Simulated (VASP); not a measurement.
A run of VASP 6.6.1 is set up as follows.

File INCAR:

```
  PREC = Accurate
  ENCUT = 590
  EDIFF = 1E-6
  ISMEAR = -1
  SIGMA = 0.05
  LREAL = F
  LASPH = T
  NELM = 200
  ALGO = Normal
  ISIF = 2
  LWAVE = F
  LCHARG = T
  ISPIN = 2
  MAGMOM = 1 1 1 0
  LORBIT = 11
  LMAXMIX = 4
  LDAU = T
  LDAUTYPE = 2
  LDAUL = 2 -1
  LDAUU = 5 0
  LDAUJ = 0 0
  LDAUPRINT = 1
  GGA = PE
  LELF = T
  LVHAR = T
  NBANDS = 40
  GGA_COMPAT = F
```

File KPOINTS:

```
Automatic mesh
0
Gamma
  6 6 6
```

POSCAR

```
AlNi3
1.0
    3.5230547267      0.0000000000      0.0000000000
    0.0000000000      3.5230547267      0.0000000000
    0.0000000000      0.0000000000      3.5230547267
Ni Al
3 1
Direct
    0.5000000000      0.5000000000      0.0000000000
    0.5000000000      0.0000000000      0.5000000000
    0.0000000000      0.5000000000      0.5000000000
    0.0000000000      0.0000000000      0.0000000000
```

Potentials or basis: VASP PAW PBE potentials, release 64 (Ni_sv_GW, Al).

Command:

```console
$ cat potpaw_PBE.64/Ni_sv_GW/POTCAR potpaw_PBE.64/Al/POTCAR > POTCAR
$ mpirun -np 1 vasp_std > vasp.out
```

Problem. What does it give for the net moment?

Solution. 1.21 μB per cell.

Problem. What does it give for the site moments?

Solution. Ni +0.54; Al -0.03 μB.

Problem. Predict the pressure.

Solution. 4.9 GPa.

Eigenvalues of the final occupation matrices:
```tsv
site	spin	trace	eigenvalues
site 1 d	1	4.28	0.84 0.85 0.85 0.85 0.88
site 1 d	2	3.69	0.58 0.58 0.81 0.84 0.88
site 2 d	1	4.28	0.84 0.85 0.85 0.85 0.88
site 2 d	2	3.69	0.58 0.58 0.81 0.84 0.88
site 3 d	1	4.28	0.84 0.85 0.85 0.85 0.88
site 3 d	2	3.69	0.58 0.58 0.81 0.84 0.88
```

Caveat: the U is typed as a test and isn't derived for this compound. The state reached can hang on the start; a lower one may exist.
